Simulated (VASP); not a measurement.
Runs of VASP 6.6.1 on CdSe. The structure is that of space group Fm-3m (No. 225), or close to it. The cells are those of the table. 

```csv
cell,gap on the mesh (eV),pressure (GPa)
"a = 4.131 Å, angles 60.0°, 2 atoms",none,-5.7
"a = 4.030 Å, angles 60.0°, 2 atoms",none,(a)
"a = 3.995 Å, angles 60.0°, 2 atoms",none,-0.3
"a = 3.924 Å, angles 60.0°, 2 atoms",none,3.9
"a = 3.960 Å, angles 60.0°, 2 atoms",none,(b)
```

Alike in all rows: task single point; level PBEsol; potentials or basis VASP PAW PBE potentials, release 64 (Cd, Se); no spin polarisation; k mesh 6 × 6 × 6; cutoff (eV) 500; smearing fermi-dirac 0.05 eV.

Task: Estimate the missing entries.

Result: (a) -2.0; (b) 1.6.

Caveats: the PAW data sets were made with another functional, which shifts forces and pressure a little.

A k mesh can miss the band edges, and the runs leave out spin-orbit coupling on Cd, Se.

A gap of «none» marks levels without a gap at the run's occupations.
